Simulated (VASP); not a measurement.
# As (R-3m) in VASP: a series of runs

The runs below take As through single point, with r2SCAN.

Program: VASP 6.6.1. These are calculated values, not measurements. Logs are shortened: lines on timing, memory, paths and dates and some standing lists are left out, and cuts for length are marked.

## Step 1: The cell of the first run

Symmetry: R-3m, No. 166, trigonal system. The conventional cell has a = 3.711 Å, b = 3.711 Å, c = 10.400 Å, α = 90.00°, β = 90.00°, γ = 120.00°. Within 3.3 Å of As (site symmetry 3m) lie 6 As at 2.47 to 3.09 Å.

## Step 2: Single point, r2SCAN

Input file POSCAR:

```
As
1.0
    1.8553776084      1.0712027616      3.4665688483
   -1.8553776084      1.0712027616      3.4665688483
    0.0000000000     -2.1424055233      3.4665688483
As
2
Direct
    0.2260000000      0.2260000000      0.2260000000
    0.7740000000      0.7740000000      0.7740000000
```

Input file INCAR.step1:

```
SYSTEM = As
  PREC = Accurate
  ENCUT = 520
  ISMEAR = -1
  SIGMA = 0.05
  LREAL = .False.
  LASPH = .True.
  NELM = 60
  NBANDS = 12
  GGA = PE
  ALGO = Normal
  EDIFF = 1E-4
  LWAVE = .True.
  LCHARG = .False.
```

Input file INCAR.step2:

```
SYSTEM = As
  PREC = Accurate
  ENCUT = 520
  EDIFF = 1E-6
  ISMEAR = -1
  SIGMA = 0.05
  LREAL = .False.
  LASPH = .True.
  NELM = 60
  ALGO = Normal
  ISIF = 2
  LWAVE = .False.
  LCHARG = .True.
  METAGGA = R2SCAN
  LMIXTAU = .True.
  LELF = .True.
  LVHAR = .True.
  NBANDS = 12
  ISTART = 1
```

Input file KPOINTS:

```
regular mesh
0
Gamma
  9 9 9
  0 0 0
```

Potentials or basis: VASP PAW PBE potentials, release 64 (As).

Command:

```sh
cat potpaw_PBE.64/As/POTCAR > POTCAR
cp INCAR.step1 INCAR
mpirun -np 1 vasp_std > vasp.out
cp INCAR.step2 INCAR
mpirun -np 1 vasp_std > vasp.out
```

OUTCAR:

```text
SYSTEM = As
   PREC = Accurate
   ENCUT = 520
   EDIFF = 1E-6
   ISMEAR = -1
   LREAL = .False.
   LASPH = .True.
   NELM = 60
   ISIF = 2
   METAGGA = R2SCAN
   ISTART = 1

 ion  position               nearest neighbor table
   1  0.226  0.226  0.226-   2 2.47   2 2.47   2 2.47
   2  0.774  0.774  0.774-   1 2.47   1 2.47   1 2.47

  LATTYP: Found a trigonal (rhomboedric) cell.
 ALAT       =     4.0751688316
 COS(alpha) =     0.5854247172

  Lattice vectors:

 A1 = (   1.8553776084,   1.0712027616,   3.4665688483)
 A2 = (  -1.8553776084,   1.0712027616,   3.4665688483)
 A3 = (   0.0000000000,  -2.1424055233,   3.4665688483)

Analysis of symmetry for initial positions (statically):
=====================================================================
 Subroutine PRICEL returns:
 Original cell was already a primitive cell.

 Routine SETGRP: Setting up the symmetry group for a
 trigonal (rhombohedral) supercell.

 Subroutine GETGRP returns: Found 12 space group operations
 (whereof 12 operations were pure point group operations)
 out of a pool of 12 trial point group operations.

The static configuration has the point symmetry D_3d.

Analysis of symmetry for dynamics (positions and initial velocities):
=====================================================================
 Subroutine PRICEL returns:
 Original cell was already a primitive cell.

 Routine SETGRP: Setting up the symmetry group for a
 trigonal (rhombohedral) supercell.

 Subroutine GETGRP returns: Found 12 space group operations
 (whereof 12 operations were pure point group operations)
 out of a pool of 12 trial point group operations.

The dynamic configuration has the point symmetry D_3d.

 Subroutine INISYM returns: Found 12 space group operations
 (whereof 12 operations are pure point group operations),
 and found     1 'primitive' translations

----------------------------------------------------------------------------------------

                                     Primitive cell

  volume of cell :      41.3385

  direct lattice vectors                    reciprocal lattice vectors
     1.855377608  1.071202762  3.466568848     0.269486922  0.155588347  0.096156559
    -1.855377608  1.071202762  3.466568848    -0.269486922  0.155588347  0.096156559
     0.000000000 -2.142405523  3.466568848     0.000000000 -0.311176693  0.096156559

  length of vectors
     4.075168832  4.075168832  4.075168832     0.325694671  0.325694671  0.325694671

  position of ions in fractional coordinates (direct lattice)
[... 83 lines left out ...]
   IBRION =     -1    ionic relax: 0-MD 1-quasi-New 2-CG
   NFREE  =      0    steps in history (QN), initial steepest desc. (CG)
   ISIF   =      2    stress and relaxation
   ISYM   =      2    0-nonsym 1-usesym 2-fastsym
   POTIM  = 0.5000    time-step for ionic-motion
   TEBEG  =    0.0;   TEEND  =   0.0 temperature during run
   PSTRESS=    0.0 pullay stress
   NELECT =      10.0000    total number of electrons
   NUPDOWN=      -1.0000    fix difference up-down
   EMIN   =  10.00;   EMAX   =-10.00  energy-range for DOS
   EFERMI =   0.00;   METHOD = LEGACY
   ISMEAR =    -1;   SIGMA  =   0.05  broadening in eV -4-tet -1-fermi 0-gaus
   EFERMI_NEDOS =   21; number of points for ismear=-14 and -15
   IALGO  =     38    algorithm
   IMIX   =      4    mixing-type and parameters
     AMIX     =   0.40;   BMIX     =  1.00
     AMIX_MAG =   1.60;   BMIX_MAG =  1.00
  volume/ion in A,a.u.               =      20.67       139.48
  Fermi-wavevector in a.u.,A,eV,Ry     =   1.020054  1.927622 14.156999  1.040510
  Thomas-Fermi vector in A             =   2.153602
   LORBIT       =      0    0 simple, 1 ext, 2 COOP (PROOUT), +10 PAW based schemes
   METAGGA = R2SCAN    functional components
   LHFCALC =     F    Hartree Fock is set to
   AEXX    =    0.0000 exact exchange contribution
   IVDW    =     0    specifies the selected vdW correction
   LEPSILON=     F    determine dielectric tensor
   LRPA    =     F    only Hartree local field effects (RPA)
 non-spin polarized calculation
  energy-cutoff  :      520.00
  volume of cell :       41.34
 maximum number of plane-waves:      1129
   NGX = 15   NGY = 15   NGZ = 15

 number of electron       9.9999999 magnetization

 Free energy of the ion-electron system (eV)
  ---------------------------------------------------
  ext. energy  EPLUGINS =         0.00000000
  ---------------------------------------------------
  free energy    TOTEN  =       -29.34403555 eV

  energy without entropy =      -29.34253344  energy(sigma->0) =      -29.34328450

 E-fermi :   5.9813     XC(G=0): -10.5888

 val. band max:        5.9758627002   @ k =   0.3333   0.2222   0.2222
 cond. band min:       6.1900742051   @ k =   0.4444   0.1111   0.1111
 fundamental gap:      0.2142115049
 Fermi energy:         5.9812919496

 k-point     1 :       0.0000    0.0000    0.0000
  band No.  band energies     occupation
      1     -10.3648      2.00000
      2       0.1245      2.00000
      3       3.0051      2.00000
      4       3.4558      2.00000
      5       3.4558      2.00000
      6       7.5279      0.00000
      7       8.8847      0.00000
      8       8.8847      0.00000
      9      13.1111      0.00000
     10      13.1111      0.00000
     11      13.8128      0.00000
     12      15.0822      0.00000
[... 331 lines left out ...]
 k-point    24 :       0.4444    0.4444    0.0000
  band No.  band energies     occupation
      1      -7.5125      2.00000
      2      -4.3004      2.00000
      3      -0.4923      2.00000
      4       1.2214      2.00000
      5       1.2766      2.00000
      6       7.3582      0.00000
      7      11.6869      0.00000
      8      13.2253      0.00000
      9      13.3916      0.00000
     10      16.8671      0.00000
     11      18.4032      0.00000
     12      19.5958      0.00000

 [... further k-points ...]
[... 5 lines left out ...]
  --------------------------------------------------------------------------------------
  -------------------------------------------------------------------------------------
  Total        1.5265809      1.5265809      1.3078095      0.0000000     -0.0000000      0.0000000
  in kB       59.1664250     59.1664250     50.6873982      0.0000000     -0.0000000      0.0000000
  external PRESSURE =      56.3400828 kB  Pullay stress =       0.0000000 kB

 VOLUME and BASIS-vectors are now :
 -----------------------------------------------------------------------------
  energy-cutoff  :      520.00
  volume of cell :       41.34
      direct lattice vectors                 reciprocal lattice vectors
     1.855377608  1.071202762  3.466568848     0.269486922  0.155588347  0.096156559
    -1.855377608  1.071202762  3.466568848    -0.269486922  0.155588347  0.096156559
     0.000000000 -2.142405523  3.466568848     0.000000000 -0.311176693  0.096156559

 POSITION                                       TOTAL-FORCE (eV/Angst)
 -----------------------------------------------------------------------------------
      0.00000     -0.00000      2.35033         0.000000     -0.000000      0.485175
      0.00000     -0.00000      8.04937         0.000000      0.000000     -0.485175
 -----------------------------------------------------------------------------------
    total drift:                               -0.000000     -0.000000      0.000000

  FREE ENERGIE OF THE ION-ELECTRON SYSTEM (eV)
  ---------------------------------------------------
  free  energy   TOTEN  =       -29.3440355543 eV

  energy  without entropy=      -29.3425334416  energy(sigma->0) =      -29.34328450
```

OUTCAR.step1:

```text
SYSTEM = As
   PREC = Accurate
   ENCUT = 520
   ISMEAR = -1
   LREAL = .False.
   LASPH = .True.
[... 583 lines left out ...]
      0.00000     -0.00000      2.35033         0.000000     -0.000000      0.794015
      0.00000     -0.00000      8.04937         0.000000      0.000000     -0.794015
 -----------------------------------------------------------------------------------
    total drift:                                0.000000     -0.000000      0.000000

  FREE ENERGIE OF THE ION-ELECTRON SYSTEM (eV)
  ---------------------------------------------------
  free  energy   TOTEN  =        -9.2597114270 eV

  energy  without entropy=       -9.2582224742  energy(sigma->0) =       -9.25896695
```

OSZICAR.step1:

```text
N       E                     dE             d eps       ncg     rms          rms(c)
DAV:   1     0.295561884243E+02    0.29556E+02   -0.42380E+03  2040   0.699E+02
DAV:   2    -0.768489775938E+01   -0.37241E+02   -0.35566E+02  2712   0.111E+02
DAV:   3    -0.927558738889E+01   -0.15907E+01   -0.15853E+01  2616   0.239E+01
DAV:   4    -0.928299574198E+01   -0.74084E-02   -0.74079E-02  2288   0.185E+00
DAV:   5    -0.928301295300E+01   -0.17211E-04   -0.17211E-04  2580   0.970E-02    0.365E+00
DAV:   6    -0.926709708398E+01    0.15916E-01   -0.77045E-03  2284   0.507E-01    0.221E+00
DAV:   7    -0.925955431479E+01    0.75428E-02   -0.16306E-02  2360   0.763E-01    0.832E-02
DAV:   8    -0.925966455429E+01   -0.11024E-03   -0.59867E-04  2380   0.147E-01    0.346E-02
DAV:   9    -0.925971142702E+01   -0.46873E-04   -0.64189E-05  1648   0.504E-02
   1 F= -.92597114E+01 E0= -.92589670E+01  d E =-.148895E-02
```

It took 98 s on 1 thread of AMD EPYC 9R45 (Zen 5), shared host; peak memory 0.15 GiB.

Results:

```yaml
Free_energy: -29.3440 eV
Pressure: 5.6 GPa
Largest_force: 0.485 eV/Å
Band_gap_on_the_k_mesh: zero (band 5 reaches 5.98 eV, above the bottom of band 6 at 5.88 eV)
```

Forces in eV/Å, atoms in the order of the input:
```
As   0.000  0.000  0.485
As   0.000  0.000 -0.485
```

Caveat: the PAW data sets were made with another functional, which shifts forces and pressure a little.

## Step 3: Single point, r2SCAN

This run uses another cell than the first one, of 21.10 Å³/atom, 1.021 times its volume.

Input file POSCAR:

```
As
1.0
    1.8681737204      1.0785906003      3.4904769752
   -1.8681737204      1.0785906003      3.4904769752
    0.0000000000     -2.1571812007      3.4904769752
As
2
Direct
    0.2260000000      0.2260000000      0.2260000000
    0.7740000000      0.7740000000      0.7740000000
```

Input file INCAR.step1:

```
PREC = Accurate
ENCUT = 520
ISMEAR = -1
SIGMA = 0.05
LREAL = F
LASPH = T
NELM = 80
NBANDS = 12
GGA = PE
ALGO = Normal
EDIFF = 1E-4
LWAVE = T
LCHARG = F
```

Input file INCAR.step2:

```
PREC = Accurate
ENCUT = 520
EDIFF = 1E-6
ISMEAR = -1
SIGMA = 0.05
LREAL = F
LASPH = T
NELM = 80
ALGO = Normal
ISIF = 2
LWAVE = F
LCHARG = F
METAGGA = R2SCAN
LMIXTAU = T
NBANDS = 12
ISTART = 1
```

Input file KPOINTS:

```
Automatic mesh
0
Gamma
  9 9 9
```

Potentials or basis: VASP PAW PBE potentials, release 64 (As).

Command:

```sh
cat potpaw_PBE.64/As/POTCAR > POTCAR
cp INCAR.step1 INCAR
mpirun -np 1 vasp_std > vasp.out
cp INCAR.step2 INCAR
mpirun -np 1 vasp_std > vasp.out
```

Wall time 90 s (1 thread of AMD EPYC 9R45 (Zen 5), shared host); peak memory 0.17 GiB.

It converged, with:

```
Free energy            : -29.3691 eV
Pressure               : 3.7 GPa
Largest force          : 0.334 eV/Å
Band gap on the k mesh : zero (band 5 reaches 5.72 eV, above the bottom of band 6 at 5.63 eV)
```

Forces on the atoms (eV/Å):
```
As   0.000  0.000  0.334
As   0.000  0.000 -0.334
```

Stress tensor (GPa, compression positive):
```
3.76 0.00 0.00
0.00 3.76 0.00
0.00 0.00 3.63
```

Levels at points of the mesh, in eV from the Fermi level:
```tsv
k point	band 3	band 4	band 5	band 6	band 7	band 8
(0.00, 0.00, 0.00)	-2.87	-2.44	-2.44	1.57	2.90	2.90
```

Caveat: the PAW data sets were made with another functional, which shifts forces and pressure a little.
